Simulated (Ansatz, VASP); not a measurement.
# Mg2C in VASP and in Ansatz

File POSCAR:

```
Mg2C
1.0
    0.0000000000      2.6453378068      2.6453378068
    2.6453378068      0.0000000000      2.6453378068
    2.6453378068      2.6453378068      0.0000000000
C Mg
1 2
Direct
    0.0000000000      0.0000000000      0.0000000000
    0.2500000000      0.2500000000      0.2500000000
    0.7500000000      0.7500000000      0.7500000000
```

File INCAR.step1:

```
SYSTEM = Mg2C
  PREC = Accurate
  ENCUT = 520
  EDIFF = 1E-5
  ISMEAR = 0
  SIGMA = 0.01
  LREAL = .False.
  LASPH = .True.
  NELM = 100
  ALGO = Normal
  ISIF = 2
  LWAVE = .True.
  LCHARG = .False.
  GGA = PE
  NBANDS = 11
```

The input INCAR.step2:

```
SYSTEM = Mg2C
  PREC = Accurate
  ENCUT = 520
  EDIFF = 1E-6
  ISMEAR = 0
  SIGMA = 0.01
  LREAL = .False.
  LASPH = .True.
  NELM = 100
  ALGO = Normal
  ISIF = 2
  LWAVE = .False.
  LCHARG = .False.
  GGA = PE
  LHFCALC = .True.
  HFSCREEN = 0.2079
  PRECFOCK = Normal
  ISTART = 1
  NBANDS = 11
```

The input KPOINTS:

```
regular mesh
0
Gamma
  6 6 6
  0 0 0
```

Input for Ansatz:

```yaml
crystal:
  lattice:
    - [0.0, 2.6453378068, 2.6453378068]
    - [2.6453378068, 0.0, 2.6453378068]
    - [2.6453378068, 2.6453378068, 0.0]
  atoms:
    - { symbol: C, position: [0.0, 0.0, 0.0] }
    - { symbol: Mg, position: [0.25, 0.25, 0.25] }
    - { symbol: Mg, position: [0.75, 0.75, 0.75] }
kpoints:
  mp_grid: { grid: [6, 6, 6] }
  band_path:
    path:
      - [0.0, 0.0, 0.0]
      - [0.5, 0.0, 0.5]
      - [0.625, 0.25, 0.625]
      - [0.375, 0.375, 0.75]
      - [0.5, 0.5, 0.5]
      - [0.5, 0.25, 0.75]
      - [0.0375, 0.0375, 0.075]
    npoints: 1
hamiltonian:
  xc: hse06
scf:
  occupations: { method: fixed }
  n_extra_bands: 4
output:
  forces: true
  stress: true
  eigenvalues: true
```

Change from the starting cell: hydrostatic strain -2.4%.

Alike in both runs: task single point; functional HSE06; k mesh 6 × 6 × 6; no spin polarisation.

|  | VASP | Ansatz |
| --- | --- | --- |
| version | VASP 6.6.1 | Ansatz 0.2.0 |
| potentials or method | VASP PAW PBE potentials, release 64 (C, Mg) | plane waves, PAW |
| plane-wave cutoff (eV) | 520 | 420 |
| occupations | gaussian, width 0.01 eV | fixed |
| valence electrons in the cell | 8 | 24 |

Ansatz gave:

```
gap on the k mesh at the Fermi level (eV) : 1.44
pressure (GPa)                            : 7.9
```

Q: Estimate VASP's values.

A: gap on the k mesh at the Fermi level (eV): 1.43; pressure (GPa): 7.8.

VASP's potentials hold 8 valence electrons a cell and Ansatz's 24, so a difference there can come from the potentials and not from the codes. Ansatz's warnings: stress exchange threshold loose, stress scf threshold loose.
